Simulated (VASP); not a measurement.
# TiAl (P1) in VASP: notebook

TiAl is run at these levels: PBE; tasks: single point.

Everything below comes from runs of VASP 6.6.1. Logs are shortened: lines on timing, memory, paths and dates and some standing lists are left out, and cuts for length are marked.

### 1 The cell of the first run

The typed cell holds 20 atoms: a = 6.795 Å, b = 6.745 Å, c = 7.654 Å, α = 76.13°, β = 76.30°, γ = 86.05°.

### 2 Single point, PBE

INCAR

```
PREC     = Accurate       # precision mode
ENCUT    = 520            # plane-wave cutoff, eV
EDIFF    = 1E-6           # SCF threshold, eV
ISMEAR   = 0              # smearing method
SIGMA    = 0.1            # smearing width, eV
LREAL    = Auto         
LASPH    = T              # aspherical terms in the spheres
NELM     = 80             # most SCF steps
ALGO     = Fast           # electronic algorithm
ISIF     = 2              # what is computed and relaxed
LWAVE    = F              # write WAVECAR
LCHARG   = F              # write CHGCAR
GGA      = PE             # functional
ISYM     = 0            
NBANDS   = 91             # bands
```

KPOINTS

```
regular mesh
0
Gamma
  3 3 3
```

POSCAR

```
TiAl
1.0
    4.3012086971     -2.4823214120     -4.6374322416
    4.2638949269     -2.4789781735      4.6005785019
   -1.4678832121     -7.5119181956      0.0030831273
Al Ti
10 10
Direct
    0.1346175335      0.3970261771      0.6023598748
    0.6439462824      0.8904847910      0.5994499545
    0.4408476956      0.6926701842      0.4008908560
    0.2441552399      0.4896991509      0.2098253198
    0.0414047537      0.2888272386      0.9971759823
    0.7410640414      0.9866620552      0.1915594389
    0.3439437010      0.5939239057      0.7946705014
    0.5605693506      0.3146685818      0.5988534386
    0.3591339384      0.1089084443      0.3950946460
    0.2554678984      0.0088408564      0.8077122445
    0.9423139898      0.1937903891      0.3883333237
    0.8358526150      0.0902485323      0.8062772245
    0.5358902918      0.7749328104      0.0092265891
    0.0547265625      0.8235182639      0.6011121816
    0.8652787115      0.6185526763      0.3980112774
    0.1565732947      0.9102534408      0.1987757794
    0.9706759213      0.6941387068      0.0088028672
    0.7643562024      0.5147788068      0.8009165171
    0.6664500983      0.3965352665      0.1944342378
    0.4529105567      0.2130478326      0.0036948492
```

Potentials or basis: VASP PAW PBE potentials, release 64 (Al, Ti_sv).

Launch:

```
> cat potpaw_PBE.64/Al/POTCAR potpaw_PBE.64/Ti_sv/POTCAR > POTCAR
> mpirun -np 1 vasp_std > vasp.out
```

OUTCAR:

```text
PREC = Accurate
   ENCUT = 520
   EDIFF = 1E-6
   ISMEAR = 0
   LREAL = Auto
   LASPH = T
   NELM = 80
   ISIF = 2
   GGA = PE
   ISYM = 0

 ion  position               nearest neighbor table
   1  0.135  0.397  0.602-  18 2.79  15 2.81   4 2.84   7 2.85   5 2.86   3 2.87  10 2.89  14 2.89
                            12 2.89   8 2.90   9 2.92  11 2.93
   2  0.644  0.890  0.599-  14 2.80  15 2.81  18 2.81   7 2.84   3 2.87  12 2.87   8 2.88   9 2.88
                            11 2.89  10 2.91   6 2.95  13 2.97
   3  0.441  0.693  0.401-   8 2.81   9 2.82   4 2.82  13 2.84   7 2.85   6 2.85   2 2.87  16 2.87
                             1 2.87  15 2.89  14 2.90  19 2.96
   4  0.244  0.490  0.210-  13 2.77  17 2.78   9 2.78   3 2.82  20 2.82  11 2.83  15 2.83   1 2.84
                            16 2.84  19 2.88   5 2.96   7 3.00
   5  0.041  0.289  0.997-  17 2.76  10 2.78  19 2.78  16 2.81  20 2.82  18 2.82  11 2.83  12 2.84
                             1 2.86   6 2.87   7 2.90   4 2.96
   6  0.741  0.987  0.192-  19 2.78  12 2.79  15 2.80  13 2.84  16 2.85  20 2.85   3 2.85  17 2.85
                             5 2.87   9 2.87  11 2.89   2 2.95
   7  0.344  0.594  0.795-   8 2.81  17 2.81  20 2.83   2 2.84  10 2.84  13 2.84   3 2.85   1 2.85
                            18 2.88  14 2.88   5 2.90   4 3.00
   8  0.561  0.315  0.599-   7 2.81   3 2.81  12 2.86   2 2.88  11 2.89  18 2.90  15 2.90   1 2.90
                             9 2.92  10 2.92  20 2.93  19 2.93
   9  0.359  0.109  0.395-   4 2.78   3 2.82  14 2.83  20 2.83  19 2.84  16 2.85  11 2.86   6 2.87
                             2 2.88   8 2.92   1 2.92  10 2.99
  10  0.255  0.009  0.808-   5 2.78  16 2.83   7 2.84  14 2.85  20 2.85  17 2.86  12 2.87  13 2.88
                             1 2.89   2 2.91   8 2.92   9 2.99
  11  0.942  0.194  0.388-  19 2.75  16 2.80  14 2.80   4 2.83   5 2.83   9 2.86   6 2.89   2 2.89
                             8 2.89  15 2.89   1 2.93
  12  0.836  0.090  0.806-   6 2.79  14 2.79   5 2.84   8 2.86  20 2.86  18 2.86  10 2.87   2 2.87
                             1 2.89
  13  0.536  0.775  0.009-   4 2.77  18 2.80  19 2.80   3 2.84   6 2.84   7 2.84  16 2.85  10 2.88
                             2 2.97
  14  0.055  0.824  0.601-  12 2.79   2 2.80  11 2.80   9 2.83  10 2.85  18 2.86  15 2.87   7 2.88
                             1 2.89   3 2.90  16 2.91
  15  0.865  0.619  0.398-  16 2.79   6 2.80   2 2.81   1 2.81  17 2.82   4 2.83  14 2.87   3 2.89
                            11 2.89   8 2.90  18 2.92
  16  0.157  0.910  0.199-  15 2.79  11 2.80   5 2.81  17 2.82  10 2.83   4 2.84   6 2.85  13 2.85
                            20 2.85   9 2.85   3 2.87  14 2.91
  17  0.971  0.694  0.009-   5 2.76   4 2.78   7 2.81  15 2.82  16 2.82  19 2.85   6 2.85  18 2.86
                            10 2.86
  18  0.764  0.515  0.801-   1 2.79  13 2.80   2 2.81   5 2.82  19 2.85  17 2.86  14 2.86  12 2.86
                             7 2.88   8 2.90  15 2.92
  19  0.666  0.397  0.194-  11 2.75   6 2.78   5 2.78  13 2.80  20 2.81   9 2.84  18 2.85  17 2.85
                             4 2.88   8 2.93   3 2.96
  20  0.453  0.213  0.004-  19 2.81   5 2.82   4 2.82   9 2.83   7 2.83   6 2.85  16 2.85  10 2.85
                            12 2.86   8 2.93

IMPORTANT INFORMATION: All symmetrisations will be switched off!
NOSYMM: (Re-)initialisation of all symmetry stuff for point group C_1.

----------------------------------------------------------------------------------------

                                     Primitive cell

  volume of cell :     330.8214

  direct lattice vectors                    reciprocal lattice vectors
     4.301208697 -2.482321412 -4.637432242     0.104441640 -0.020452905 -0.107819155
     4.263894927 -2.478978173  4.600578502     0.105324711 -0.020536605  0.108681268
    -1.467883212 -7.511918196  0.003083127    -0.069270640 -0.119585903 -0.000236517

  length of vectors
     6.794710711  6.744735375  7.653992789     0.151497022  0.152730694  0.138200093

  position of ions in fractional coordinates (direct lattice)
     0.134617533  0.397026177  0.602359875
     0.643946282  0.890484791  0.599449955
     0.440847696  0.692670184  0.400890856
     0.244155240  0.489699151  0.209825320
     0.041404754  0.288827239  0.997175982
     0.741064041  0.986662055  0.191559439
[... 12 lines left out ...]
     0.666450098  0.396535267  0.194434238
     0.452910557  0.213047833  0.003694849

  ion indices of the primitive-cell ions
   primitive index   ion index
                 1           1
                 2           2
                 3           3
                 4           4
                 5           5
                 6           6
[... 12 lines left out ...]
                19          19
                20          20

----------------------------------------------------------------------------------------

 KPOINTS: regular mesh

Automatic generation of k-mesh.
 Grid dimensions read from file:
 generate k-points for:    3    3    3

 Generating k-lattice:

  Cartesian coordinates                     Fractional coordinates (reciprocal lattice)
     0.034813880 -0.006817635 -0.035939718     0.333333333 -0.000000000 -0.000000000
     0.035108237 -0.006845535  0.036227089     0.000000000  0.333333333  0.000000000
    -0.023090213 -0.039861968 -0.000078839    -0.000000000 -0.000000000  0.333333333

  Length of vectors
     0.050499007  0.050910231  0.046066698

  Shift w.r.t. Gamma in fractional coordinates (k-lattice)
     0.000000000  0.000000000  0.000000000

 Subroutine IBZKPT returns following result:
 ===========================================

 Found     14 irreducible k-points:

 Following reciprocal coordinates:
            Coordinates               Weight
  0.000000  0.000000  0.000000      1.000000
  0.333333  0.000000 -0.000000      2.000000
 -0.000000  0.333333 -0.000000      2.000000
  0.333333  0.333333  0.000000      2.000000
 -0.333333  0.333333  0.000000      2.000000
 -0.000000 -0.000000  0.333333      2.000000
  0.333333  0.000000  0.333333      2.000000
 -0.333333  0.000000  0.333333      2.000000
 -0.000000  0.333333  0.333333      2.000000
  0.333333  0.333333  0.333333      2.000000
 -0.333333  0.333333  0.333333      2.000000
  0.000000 -0.333333  0.333333      2.000000
  0.333333 -0.333333  0.333333      2.000000
 -0.333333 -0.333333  0.333333      2.000000
   k-points           NKPTS =     14   k-points in BZ     NKDIM =     14   number of bands    NBANDS=     91
   number of dos      NEDOS =    301   number of ions     NIONS =     20
   total plane-waves  NPLWV = 162000
   dimension x,y,z NGX =    54 NGY =   50 NGZ =   60
   dimension x,y,z NGXF=   108 NGYF=  100 NGZF=  120
   ions per type =              10  10
   NGX,Y,Z   is equivalent  to a cutoff of  13.21, 12.32, 13.03 a.u.
   NGXF,Y,Z  is equivalent  to a cutoff of  26.42, 24.65, 26.06 a.u.
 SYSTEM =  unknown system
   PREC   = accura    normal or accurate (medium, high low for compatibility)
   ISTART =      0    job   : 0-new  1-cont  2-samecut
   ICHARG =      2    charge: 1-file 2-atom 10-const
   ISPIN  =      1    spin polarized calculation?
   LNONCOLLINEAR =      F non collinear calculations
   LSORBIT =      F    spin-orbit coupling
   LASPH  =      T    aspherical Exc in radial PAW
   ENCUT  =  520.0 eV  38.22 Ry    6.18 a.u.  12.63 12.54 14.23*2*pi/ulx,y,z
   NELM   =     80;   NELMIN=  2; NELMDL= -5     # of ELM steps
   EDIFF  = 0.1E-05   stopping-criterion for ELM
   LREAL  =      T    real-space projection
   EDIFFG = 0.1E-04   stopping-criterion for IOM
   NSW    =      0    number of steps for IOM
   IBRION =     -1    ionic relax: 0-MD 1-quasi-New 2-CG
   NFREE  =      0    steps in history (QN), initial steepest desc. (CG)
   ISIF   =      2    stress and relaxation
   ISYM   =      0    0-nonsym 1-usesym 2-fastsym
   POTIM  = 0.5000    time-step for ionic-motion
   TEBEG  =    0.0;   TEEND  =   0.0 temperature during run
   PSTRESS=    0.0 pullay stress
   NELECT =     150.0000    total number of electrons
   NUPDOWN=      -1.0000    fix difference up-down
   EMIN   =  10.00;   EMAX   =-10.00  energy-range for DOS
   EFERMI =   0.00;   METHOD = LEGACY
   ISMEAR =     0;   SIGMA  =   0.10  broadening in eV -4-tet -1-fermi 0-gaus
   EFERMI_NEDOS =   21; number of points for ismear=-14 and -15
   IALGO  =     68    algorithm
   IMIX   =      4    mixing-type and parameters
     AMIX     =   0.40;   BMIX     =  1.00
     AMIX_MAG =   1.60;   BMIX_MAG =  1.00
  volume/ion in A,a.u.               =      16.54       111.62
  Fermi-wavevector in a.u.,A,eV,Ry     =   1.257691  2.376692 21.521525  1.581787
  Thomas-Fermi vector in A             =   2.391338
   LORBIT       =      0    0 simple, 1 ext, 2 COOP (PROOUT), +10 PAW based schemes
   GGA     = PE    functional components
   LHFCALC =     F    Hartree Fock is set to
   AEXX    =    0.0000 exact exchange contribution
   IVDW    =     0    specifies the selected vdW correction
   LEPSILON=     F    determine dielectric tensor
   LRPA    =     F    only Hartree local field effects (RPA)
 non-spin polarized calculation
 RMM-DIIS sequential band-by-band and
 Gauss-broadening in eV      SIGMA  =   0.10
  energy-cutoff  :      520.00
  volume of cell :      330.82
 maximum number of plane-waves:      8925
 NGX is ok and might be reduce to    50
   NGX = 25   NGY = 25   NGZ = 29

 number of electron     150.0000012 magnetization

 Free energy of the ion-electron system (eV)
  ---------------------------------------------------
  ext. energy  EPLUGINS =         0.00000000
  ---------------------------------------------------
  free energy    TOTEN  =      -121.06576231 eV

  energy without entropy =     -120.98333127  energy(sigma->0) =     -121.02454679

 E-fermi :   8.1930     XC(G=0): -10.9572

 val. band max:        8.1882754254   @ k =  -0.0000  -0.0000   0.3333
 cond. band min:       8.2006893731   @ k =  -0.3333   0.3333   0.0000
 fundamental gap:      0.0124139477
 Fermi energy:         8.1929912226

 k-point     1 :       0.0000    0.0000    0.0000
  band No.  band energies     occupation
      1     -48.5419      2.00000
      2     -48.5155      2.00000
      3     -48.5082      2.00000
      4     -48.4452      2.00000
      5     -48.4088      2.00000
      6     -48.4021      2.00000
[... 1249 lines left out ...]
     86       9.3594      0.00000
     87       9.4586      0.00000
 [bands above 87 left out]

------------------------ aborting loop because EDIFF is reached ----------------------------------------

  FORCE on cell =-STRESS in cart. coord.  units (eV):
  Direction    XX          YY          ZZ          XY          YZ          ZX
  --------------------------------------------------------------------------------------
  -------------------------------------------------------------------------------------
  Total       -0.2765365     -0.1938858     -0.1683335      0.0422423     -0.0187681      0.0022612
  in kB       -1.3392741     -0.9389944     -0.8152440      0.2045805     -0.0908943      0.0109509
  external PRESSURE =      -1.0311708 kB  Pullay stress =       0.0000000 kB

 VOLUME and BASIS-vectors are now :
 -----------------------------------------------------------------------------
  energy-cutoff  :      520.00
  volume of cell :      330.82
      direct lattice vectors                 reciprocal lattice vectors
     4.301208697 -2.482321412 -4.637432242     0.104441640 -0.020452905 -0.107819155
     4.263894927 -2.478978173  4.600578502     0.105324711 -0.020536605  0.108681268
    -1.467883212 -7.511918196  0.003083127    -0.069270640 -0.119585903 -0.000236517

 POSITION                                       TOTAL-FORCE (eV/Angst)
 -----------------------------------------------------------------------------------
      1.38770     -5.84326      1.20413        -0.006165      0.003367     -0.009593
      5.68676     -8.30899      1.11234         0.002274      0.003171      0.001582
      4.26119     -5.82290      1.14352         0.001367     -0.000350     -0.003404
      2.83019     -3.39622      1.12129        -0.000147     -0.005377      0.001089
     -0.05412     -8.30948      1.13984        -0.001739      0.003847     -0.002270
      7.11331     -5.72445      1.10317        -0.002133      0.002658      0.000736
[... 12 lines left out ...]
      4.27192     -4.09792     -1.26573         0.007685      0.002724     -0.014227
      2.85105     -1.68017     -1.12019         0.005880     -0.009921      0.004760
 -----------------------------------------------------------------------------------
    total drift:                                0.006934     -0.016796      0.013526

  FREE ENERGIE OF THE ION-ELECTRON SYSTEM (eV)
  ---------------------------------------------------
  free  energy   TOTEN  =      -121.0657623084 eV

  energy  without entropy=     -120.9833312658  energy(sigma->0) =     -121.02454679
```

Run time: 49 min. Hardware: 1 thread of Intel Xeon Platinum 8259CL at 2.50GHz (Skylake/Cascade Lake), shared host; peak memory 0.55 GiB.

Results:

- Free energy: -121.0658 eV
- Pressure: -0.1 GPa
- Largest force: 0.022 eV/Å
- Band gap on the k mesh: zero (bands 75 and 76 overlap by 0.18 eV)

Forces on the atoms (eV/Å):
```
Al  -0.006  0.003 -0.010
Al   0.002  0.003  0.002
Al   0.001  0.000 -0.003
Al   0.000 -0.005  0.001
Al  -0.002  0.004 -0.002
Al  -0.002  0.003  0.001
Al  -0.006  0.007 -0.005
Al   0.002  0.003  0.006
Al  -0.003  0.000  0.002
Al  -0.003 -0.002 -0.002
Ti  -0.007 -0.001  0.006
Ti   0.007 -0.001 -0.002
Ti  -0.010  0.003 -0.018
Ti  -0.003  0.005  0.004
Ti   0.003 -0.006  0.003
Ti   0.001  0.007 -0.002
Ti   0.005 -0.005  0.020
Ti   0.004 -0.012  0.008
Ti   0.008  0.003 -0.014
Ti   0.006 -0.010  0.005
```

### 3 Single point, PBE

This run uses another cell than the first one, of 16.62 Å³/atom.

INCAR

```
ALGO = Fast
EDIFF = 1E-6
ENCUT = 520
GGA = PE
ISIF = 2
ISMEAR = 0
ISYM = 0
LASPH = T
LCHARG = T
LELF = T
LREAL = Auto
LVHAR = T
LWAVE = F
NBANDS = 91
NELM = 100
PREC = Accurate
SIGMA = 0.1
```

KPOINTS

```
k-points
0
Gamma
  3 3 3
```

POSCAR

```
TiAl
1.0
    4.2835082555     -2.5412067739     -4.7236700581
    4.2215682868     -2.5310950127      4.6612929481
   -1.3638769149     -7.5180598249      0.0013395019
Al Ti
10 10
Direct
    0.1414500615      0.3922682677      0.5896888139
    0.9382058958      0.1840901500      0.3974866222
    0.6328508910      0.8845527551      0.5991644600
    0.4374860931      0.6850997887      0.3948854392
    0.8368723498      0.0892647754      0.7969806885
    0.0601653399      0.8153763214      0.6006013385
    0.8614695432      0.6080217048      0.4138092756
    0.5615515364      0.3124036642      0.6079669036
    0.3621202238      0.1118435552      0.4093457805
    0.9557971193      0.7095427432      0.9974568056
    0.2310143020      0.4910119539      0.1859485528
    0.0334998528      0.2854985854      0.0012022498
    0.7408816892      0.9829110255      0.1887650084
    0.5375124999      0.7865042038      0.9934633985
    0.3265316560      0.5875785021      0.7997355486
    0.1693592791      0.9169701742      0.1976156382
    0.7621457026      0.5057080989      0.8151931093
    0.6735656795      0.4155673160      0.2052603941
    0.4700251113      0.2102963712      0.0024991749
    0.2518403928      0.0106771290      0.8198786016
```

Potentials or basis: VASP PAW PBE potentials, release 64 (Al, Ti_sv).

Launch:

```
> cat potpaw_PBE.64/Al/POTCAR potpaw_PBE.64/Ti_sv/POTCAR > POTCAR
> mpirun -np 1 vasp_std > vasp.out
```

Run time: 53 min. Hardware: 1 thread of Intel Xeon Platinum 8259CL at 2.50GHz (Skylake/Cascade Lake), shared host; peak memory 0.54 GiB.

It converged, with:

```yaml
Free_energy: -119.8429 eV
Pressure: -0.1 GPa
Largest_force: 0.030 eV/Å
Band_gap_on_the_k_mesh: zero (bands 75 and 76 overlap by 0.04 eV)
```

Forces on the atoms (eV/Å):
```
Al  -0.006  0.000  0.004
Al   0.001 -0.001 -0.005
Al   0.009  0.001  0.005
Al  -0.004 -0.005 -0.003
Al   0.010  0.003  0.000
Al   0.008  0.006  0.002
Al   0.009  0.005  0.001
Al   0.000  0.000  0.003
Al  -0.001  0.004  0.004
Al  -0.003 -0.007  0.003
Ti   0.000  0.010  0.014
Ti  -0.006  0.004 -0.005
Ti  -0.007  0.000  0.029
Ti  -0.017 -0.017 -0.007
Ti  -0.003 -0.009 -0.001
Ti  -0.004 -0.008 -0.025
Ti  -0.007 -0.006  0.010
Ti   0.005  0.011 -0.017
Ti   0.006  0.003  0.001
Ti   0.011  0.007 -0.011
```

Stress tensor (GPa, compression positive):
```
-0.13  0.00 -0.06
 0.00 -0.14  0.03
-0.06  0.03 -0.09
```

Levels at points of the mesh, in eV from the Fermi level:
| k point | band 72 | band 73 | band 74 | band 75 | band 76 | band 77 | band 78 | band 79 |
| --- | --- | --- | --- | --- | --- | --- | --- | --- |
| (0.00, 0.00, 0.00) | -0.26 | -0.11 | -0.05 | 0.01 | 0.12 | 0.12 | 0.32 | 0.49 |
